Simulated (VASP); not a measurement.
# HfW2S6 (Fm-3m) in VASP: further runs, part 2 of 2

VASP 6.6.1. Earlier steps stand in the parts before.

**4. Single point, PBE, collinear spin, ferrimagnetic start**

Contents of INCAR:

```
SYSTEM = HfW2S6
ALGO = Normal ; EDIFF = 1E-6
ENCUT = 520 ; GGA = PE
ISIF = 2 ; ISMEAR = 0
ISPIN = 2 ; LASPH = .TRUE.
LCHARG = .FALSE. ; LMAXMIX = 4
LORBIT = 11 ; LREAL = .FALSE.
LWAVE = .FALSE. ; MAGMOM = 0.41 0.01 0.01 -0.01 -0.01 -0.01 -0.01 -0.01 -0.01
NBANDS = 51 ; NELM = 150
PREC = Accurate ; SIGMA = 0.1
```

Contents of KPOINTS:

```
k-points
0
G
  4 4 4
  0 0 0
```

Contents of POSCAR:

```
HfW2S6
1.0
    0.0000000000      4.6693789900      4.6693789900
    4.6693789900      0.0000000000      4.6693789900
    4.6693789900      4.6693789900      0.0000000000
Hf W S
1 2 6
Direct
    0.0000000000      0.0000000000      0.0000000000
    0.7500000000      0.7500000000      0.7500000000
    0.2500000000      0.2500000000      0.2500000000
    0.5000000000      0.0000000000      0.0000000000
    0.0000000000      0.5000000000      0.5000000000
    0.0000000000      0.5000000000      0.0000000000
    0.5000000000      0.0000000000      0.5000000000
    0.0000000000      0.0000000000      0.5000000000
    0.5000000000      0.5000000000      0.0000000000
```

Potentials or basis: VASP PAW PBE potentials, release 64 (Hf_pv, W_sv, S).

On the command line:

```
cat potpaw_PBE.64/Hf_pv/POTCAR potpaw_PBE.64/W_sv/POTCAR potpaw_PBE.64/S/POTCAR > POTCAR
mpirun -np 1 vasp_std > vasp.out
```

OUTCAR:

```text
SYSTEM = HfW2S6
   EDIFF = 1E-6
   ENCUT = 520
   GGA = PE
   ISIF = 2
   ISMEAR = 0
   ISPIN = 2
   LASPH = .TRUE.
   LORBIT = 11
   LREAL = .FALSE.
   NELM = 150
   PREC = Accurate

 ion  position               nearest neighbor table
   1  0.000  0.000  0.000-   4 3.30   6 3.30   8 3.30   5 3.30   7 3.30   8 3.30   5 3.30   6 3.30
                             9 3.30   4 3.30   7 3.30   9 3.30
   2  0.750  0.750  0.750-   4 2.33   5 2.33   6 2.33   7 2.33   8 2.33   9 2.33
   3  0.250  0.250  0.250-   4 2.33   5 2.33   6 2.33   7 2.33   8 2.33   9 2.33
   4  0.500  0.000  0.000-   2 2.33   3 2.33   1 3.30   1 3.30
   5  0.000  0.500  0.500-   2 2.33   3 2.33   1 3.30   1 3.30
   6  0.000  0.500  0.000-   2 2.33   3 2.33   1 3.30   1 3.30
   7  0.500  0.000  0.500-   2 2.33   3 2.33   1 3.30   1 3.30
   8  0.000  0.000  0.500-   2 2.33   3 2.33   1 3.30   1 3.30
   9  0.500  0.500  0.000-   2 2.33   3 2.33   1 3.30   1 3.30

  LATTYP: Found a face centered cubic cell.
 ALAT       =     9.3387579800

  Lattice vectors:

 A1 = (   0.0000000000,   4.6693789900,   4.6693789900)
 A2 = (   4.6693789900,   0.0000000000,   4.6693789900)
 A3 = (   4.6693789900,   4.6693789900,   0.0000000000)

Analysis of symmetry for initial positions (statically):
=====================================================================
 Subroutine PRICEL returns:
 Original cell was already a primitive cell.

 Routine SETGRP: Setting up the symmetry group for a
 face centered cubic supercell.

 Subroutine GETGRP returns: Found 48 space group operations
 (whereof 48 operations were pure point group operations)
 out of a pool of 48 trial point group operations.

The static configuration has the point symmetry O_h .

Analysis of symmetry for dynamics (positions and initial velocities):
=====================================================================
 Subroutine PRICEL returns:
[... 596 lines left out ...]

 k-point     1 :       0.0000    0.0000    0.0000
  band No.  band energies     occupation
      1     -70.3114      1.00000
      2     -70.3112      1.00000
      3     -34.5533      1.00000
      4     -34.5533      1.00000
      5     -34.5533      1.00000
      6     -34.5460      1.00000
[... 405 lines left out ...]
     48       7.0882      0.00000
     49       7.9928      0.00000
 [bands above 49 left out]

------------------------ aborting loop because EDIFF is reached ----------------------------------------

  FORCE on cell =-STRESS in cart. coord.  units (eV):
  Direction    XX          YY          ZZ          XY          YZ          ZX
  --------------------------------------------------------------------------------------
  -------------------------------------------------------------------------------------
  Total       -1.0033786     -1.0033786     -1.0033786      0.0000000     -0.0000000      0.0000000
  in kB       -7.8952893     -7.8952893     -7.8952893      0.0000000     -0.0000000      0.0000000
  external PRESSURE =      -7.8952893 kB  Pullay stress =       0.0000000 kB

 VOLUME and BASIS-vectors are now :
 -----------------------------------------------------------------------------
  energy-cutoff  :      520.00
  volume of cell :      203.61
      direct lattice vectors                 reciprocal lattice vectors
     0.000000000  4.669378990  4.669378990    -0.107080621  0.107080621  0.107080621
     4.669378990  0.000000000  4.669378990     0.107080621 -0.107080621  0.107080621
     4.669378990  4.669378990  0.000000000     0.107080621  0.107080621 -0.107080621

 POSITION                                       TOTAL-FORCE (eV/Angst)
 -----------------------------------------------------------------------------------
      0.00000      0.00000      0.00000        -0.000000     -0.000000      0.000000
      7.00407      7.00407      7.00407         0.000000      0.000000      0.000000
      2.33469      2.33469      2.33469        -0.000000     -0.000000     -0.000000
      0.00000      2.33469      2.33469        -0.000000     -0.000000      0.000000
      4.66938      2.33469      2.33469        -0.000000     -0.000000      0.000000
      2.33469      0.00000      2.33469        -0.000000     -0.000000      0.000000
      2.33469      4.66938      2.33469        -0.000000     -0.000000      0.000000
      2.33469      2.33469      0.00000        -0.000000     -0.000000      0.000000
      2.33469      2.33469      4.66938        -0.000000     -0.000000      0.000000
 -----------------------------------------------------------------------------------
    total drift:                               -0.000000     -0.000000     -0.000000

  FREE ENERGIE OF THE ION-ELECTRON SYSTEM (eV)
  ---------------------------------------------------
  free  energy   TOTEN  =       -60.1120450107 eV

  energy  without entropy=      -60.0842482558  energy(sigma->0) =      -60.09814663

 total charge

# of ion       s       p       d       tot
------------------------------------------
    1        0.280   6.045   1.198   7.523
    2        2.332   6.329   3.332  11.993
    3        2.332   6.329   3.332  11.993
    4        1.341   2.395   0.000   3.736
    5        1.341   2.395   0.000   3.736
    6        1.341   2.395   0.000   3.736
    7        1.341   2.395   0.000   3.736
    8        1.341   2.395   0.000   3.736
    9        1.341   2.395   0.000   3.736
--------------------------------------------------
tot         12.990  33.070   7.863  53.923

 magnetization (x)

# of ion       s       p       d       tot
------------------------------------------
    1        0.033   0.009   0.324   0.366
    2        0.002   0.001   0.014   0.016
    3        0.002   0.001   0.014   0.016
    4        0.000  -0.014   0.000  -0.014
    5        0.000  -0.014   0.000  -0.014
    6        0.000  -0.014   0.000  -0.014
    7        0.000  -0.014   0.000  -0.014
    8        0.000  -0.014   0.000  -0.014
    9        0.000  -0.014   0.000  -0.014
--------------------------------------------------
tot          0.037  -0.074   0.352   0.315
```

OSZICAR:

```text
N       E                     dE             d eps       ncg     rms          rms(c)
DAV:   1     0.626501424339E+03    0.62650E+03   -0.37877E+04  1776   0.135E+03
DAV:   2    -0.206537332397E+02   -0.64716E+03   -0.62282E+03  1931   0.356E+02
DAV:   3    -0.672426088531E+02   -0.46589E+02   -0.45482E+02  1944   0.902E+01
DAV:   4    -0.686157040991E+02   -0.13731E+01   -0.13620E+01  1997   0.158E+01
DAV:   5    -0.686514292019E+02   -0.35725E-01   -0.35695E-01  1996   0.264E+00    0.405E+01
DAV:   6    -0.602876846604E+02    0.83637E+01   -0.19711E+01  1714   0.185E+01    0.192E+01
DAV:   7    -0.601729439664E+02    0.11474E+00   -0.11452E+00  1862   0.427E+00    0.115E+01
DAV:   8    -0.601278637625E+02    0.45080E-01   -0.31658E-01  1853   0.267E+00    0.200E+00
DAV:   9    -0.601105549834E+02    0.17309E-01   -0.67988E-02  1740   0.139E+00    0.858E-01
DAV:  10    -0.601099527453E+02    0.60224E-03   -0.96563E-03  1879   0.324E-01    0.401E-01
DAV:  11    -0.601118921893E+02   -0.19394E-02   -0.10680E-02  1785   0.196E-01    0.319E-01
DAV:  12    -0.601114022953E+02    0.48989E-03   -0.72132E-04  1728   0.808E-02    0.210E-01
DAV:  13    -0.601115641603E+02   -0.16187E-03   -0.15000E-03  1862   0.996E-02    0.153E-01
DAV:  14    -0.601119445163E+02   -0.38036E-03   -0.11883E-03  1828   0.911E-02    0.578E-02
DAV:  15    -0.601120603489E+02   -0.11583E-03   -0.47434E-04  1838   0.647E-02    0.291E-02
DAV:  16    -0.601120440744E+02    0.16274E-04   -0.50741E-05  1836   0.214E-02    0.201E-02
DAV:  17    -0.601120454888E+02   -0.14144E-05   -0.96486E-06  1679   0.992E-03    0.128E-02
DAV:  18    -0.601120450107E+02    0.47805E-06   -0.19306E-06  1302   0.420E-03
   1 F= -.60112045E+02 E0= -.60098147E+02  d E =-.277968E-01  mag=     0.4743
```

Wall time 3.2 min (1 thread of Intel Xeon 6975P-C (Granite Rapids), shared host); peak memory 0.48 GiB.

Results:

```yaml
Free_energy: -60.1120 eV
Pressure: -0.8 GPa
Net_moment: 0.47 μB per cell
Site_moments: Hf +0.37; W +0.02; S -0.01 μB
Valence_electrons_inside_the_program's_atomic_spheres: Hf 7.52; W 11.99; S 3.74
```

Caveat: spin-orbit coupling is left out, which moves the levels of the heavy elements.

**5. Summary**

| spin | cell | k mesh | gap on the mesh (eV) | pressure (GPa) |
| --- | --- | --- | --- | --- |
| off | a = 6.603 Å, angles 60.0°, 9 atoms | 4 × 4 × 4 | none | -0.8 |
| off | a = 6.590 Å, angles 60.0°, 9 atoms | 8 × 8 × 8 | none | -0.1 |
| collinear, ferrimagnetic start | a = 6.603 Å, angles 60.0°, 9 atoms | 4 × 4 × 4 | none | -0.8 |

Alike in all rows: task single point; level PBE; potentials or basis VASP PAW PBE potentials, release 64 (Hf_pv, W_sv, S); cutoff (eV) 520; smearing gaussian 0.1 eV.

Caveats: spin-orbit coupling is left out, which moves the levels of the heavy elements.

Absolute energies hang on the potentials; compare differences alone.
